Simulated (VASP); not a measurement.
Set up this calculation in VASP 6.6.1, as the native input.

```
Task                   : relaxation of cell and atoms
Functional             : PBE
Potentials or basis    : VASP PAW PBE potentials, release 64 (Zr_sv, B)
Cutoff                 : 600 eV
k mesh                 : 6 × 6 × 14
Occupations            : gaussian, width 0.1 eV
Spin                   : no spin polarisation
Dipole correction      : no
Further INCAR settings : ALGO = Normal; EDIFF = 1e-07; IBRION = 2; EDIFFG = -0.01; NSW = 100; ISIF = 3
```

The structure of ZrB2 lies in POSCAR:

```
ZrB2
1.0
    6.4010243062      0.0000000000      0.0000000000
    0.0000000000      6.4010243062      0.0000000000
    0.0000000000      0.0000000000      2.6111780539
Zr B
2 4
Direct
    0.5000000000      0.5000000000      0.0000000000
    0.0000000000      0.0000000000      0.5000000000
    0.2500000000      0.7500000000      0.7500000000
    0.7500000000      0.2500000000      0.7500000000
    0.7500000000      0.7500000000      0.2500000000
    0.2500000000      0.2500000000      0.2500000000
```

The input as run:

INCAR

```
PREC = Accurate
ENCUT = 600
EDIFF = 1E-7
ISMEAR = 0
SIGMA = 0.1
LREAL = F
LASPH = T
NELM = 100
ALGO = Normal
ISIF = 3
LWAVE = F
LCHARG = F
GGA = PE
IBRION = 2
NSW = 100
EDIFFG = -0.01
```

KPOINTS

```
Automatic mesh
0
Gamma
  6 6 14
```

Potentials or basis: VASP PAW PBE potentials, release 64 (Zr_sv, B).

Command:

```sh
$ cat potpaw_PBE.64/Zr_sv/POTCAR potpaw_PBE.64/B/POTCAR > POTCAR
$ mpirun -np 1 vasp_std > vasp.out
```

It gave:

The relaxed volume is 17.66 Å³/atom, the relaxed cell is a = 6.437 Å, b = 6.437 Å, c = 2.557 Å, α = 90.00°, β = 90.00°, γ = 90.00° and the space group after relaxing (to 0.05 Å) is P4_2/nnm (No. 134). The energy gained by relaxing is 2.8 meV/atom. The ionic steps are 3. The pressure after relaxing is 0.0 GPa. The band gap on the k mesh is zero (band 18 reaches 4.74 eV, above the bottom of band 19 at 3.05 eV).

It took 5.7 min on 1 thread of Intel(R) Xeon(R) 6975P-C (Granite Rapids), with other jobs on the host, peak memory 0.39 GiB.
